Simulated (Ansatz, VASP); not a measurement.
# CdTe in VASP and in Ansatz

```xyz
8
Lattice="4.5887 0.0000 0.0000 0.0000 4.5887 0.0000 0.0000 0.0000 26.3564" Properties=species:S:1:pos:R:3 pbc="T T T"
Te    0.0000    2.2943    7.5180
Te    2.2943    0.0000   10.7752
Te    0.0000    2.2943   14.0190
Te    2.2943    0.0000   17.2994
Cd    2.2943    2.2943    9.0458
Cd    0.0000    0.0000   12.3111
Cd    2.2943    2.2943   15.5723
Cd    0.0000    0.0000   18.8844
```

Alike in both runs: functional PBEsol; k mesh 6 × 6 × 1; occupations gaussian, width 0.05 eV; no spin polarisation.

Ansatz relaxed the structure, and its values are those at the end. VASP's run is a single point on that final structure, the one shown.

```csv
,VASP,Ansatz
version,VASP 6.6.1,Ansatz 0.2.0
potentials or method,"VASP PAW PBE potentials, release 64 (Te, Cd), cutoff 520 eV","scalar-relativistic, plane waves, PAW"
valence electrons in the cell,72,144
```

Ansatz gave:

- gap on the k mesh at the Fermi level (eV): none
- rms of the force components (eV/Å): 0.002
- work function, face that differs most (eV): 5.98

**Question.** What did VASP give for the same quantities?

**Answer.** gap on the k mesh at the Fermi level (eV): none; rms of the force components (eV/Å): 0.009; work function, face that differs most (eV): 5.98.

VASP's potentials were made for PBE, not for PBEsol. A gap of «none» marks a metal or a gap that the smearing closes. The functional is the same, so the differences come from potentials, cutoffs and numerics. VASP's potentials hold 72 valence electrons a cell and Ansatz's 144, so a difference there can come from the potentials and not from the codes. Ansatz's warnings: xc potential rough in thin density.

Spin-orbit coupling is off throughout.
